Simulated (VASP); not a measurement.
## Cs11I12 (a cell with a defect): single point with PBEsol

The system is Cs11I12 (a cell with a defect).

```
Cs I
1.0
    -4.50332    4.50332    9.00665
    -9.00665   -4.50332    4.50332
     4.50332   -4.50332    9.00665
Cs I
11 12
Cartesian
  0.0393 0.0630 8.9482
  -0.0231 -0.1348 13.4955
  -0.0019 0.0292 0.0509
  -8.9947 0.1709 13.5479
  -4.6326 -4.5640 9.0406
  -4.2630 -4.4652 13.4770
  -9.0005 -0.0468 8.9767
  -4.4915 -0.0346 8.8209
  -4.4618 0.0172 13.5141
  -0.0079 -4.5315 9.1927
  -0.8598 0.0036 4.5004
  -6.7168 2.0892 11.1266
  -2.2132 -2.4141 6.9008
  -2.2949 -2.1756 11.1762
  -2.2916 -2.1791 15.8265
  -2.2330 2.4065 6.8903
  -2.2489 2.2307 11.2416
  2.2468 -2.2645 6.7791
  -6.7387 -6.5906 15.6101
  -6.8318 -2.3258 6.8260
  -6.7437 -2.2325 11.2854
  -6.7429 -2.2491 15.7576
  -2.3043 -6.8287 11.1878
```

```
Program             : VASP 6.6.1
Task                : single point
Functional          : PBEsol
Potentials or basis : VASP PAW PBE potentials, release 64 (Cs_sv, I)
Cutoff              : 520 eV
k mesh              : 2 × 2 × 2
Occupations         : gaussian, width 0.05 eV
Spin                : no spin polarisation
```

| Quantity | Value |
| --- | --- |
| Largest force | 0.296 eV/Å |

Forces in eV/Å, atoms in the order of the input:
```
Cs  -0.004  0.003  0.020
Cs  -0.011 -0.014 -0.003
Cs  -0.013 -0.002 -0.022
Cs  -0.010  0.010 -0.001
Cs  -0.007  0.000 -0.003
Cs   0.007 -0.003  0.005
Cs  -0.011  0.021  0.002
Cs  -0.011  0.001 -0.012
Cs  -0.009 -0.018  0.000
Cs  -0.016  0.004  0.012
Cs   0.296  0.004 -0.007
I   -0.006  0.023  0.022
I   -0.011  0.023 -0.023
I   -0.019  0.013  0.003
I   -0.013  0.000 -0.001
I   -0.003 -0.027 -0.023
I   -0.025  0.007  0.011
I   -0.033  0.008 -0.016
I   -0.005 -0.024  0.024
I   -0.044 -0.028  0.025
I   -0.022 -0.008 -0.012
I   -0.011  0.001  0.000
I   -0.020  0.002 -0.001
```

Levels at points of the mesh, in eV from the Fermi level:
```tsv
k point	band 89	band 90	band 91	band 92	band 93	band 94	band 95	band 96
(0.00, 0.00, 0.00)	-0.37	-0.35	-0.32	-0.29	3.57	3.80	3.86	4.38
(0.50, 0.00, 0.00)	-0.46	-0.43	-0.41	-0.38	4.19	4.32	4.36	4.48
(0.50, 0.50, 0.00)	-0.45	-0.43	-0.40	-0.37	4.22	4.29	4.42	4.46
(0.00, 0.50, 0.00)	-0.41	-0.39	-0.38	-0.23	3.89	4.22	4.30	4.49
(0.00, 0.00, 0.50)	-0.44	-0.40	-0.35	-0.32	4.31	4.33	4.40	4.43
(0.50, 0.00, 0.50)	-0.46	-0.43	-0.40	-0.24	3.86	4.29	4.42	4.61
(0.50, 0.50, 0.50)	-0.47	-0.43	-0.40	-0.23	3.89	4.29	4.44	4.53
(0.00, 0.50, 0.50)	-0.46	-0.46	-0.43	-0.39	4.34	4.37	4.41	4.48
```

Wall time 22 min on 1 thread of Intel(R) Xeon(R) 6975P-C (Granite Rapids), with other jobs on the host, peak memory 1.4 GiB.

Caveat: the cell carries a net charge on a neutralising background, which shifts energy and pressure; the cell is charged against a uniform background, so pressure and absolute levels hang on convention; the PAW data sets were made with another functional, which shifts forces and pressure a little; spin-orbit coupling is left out, which moves the levels of the heavy elements.
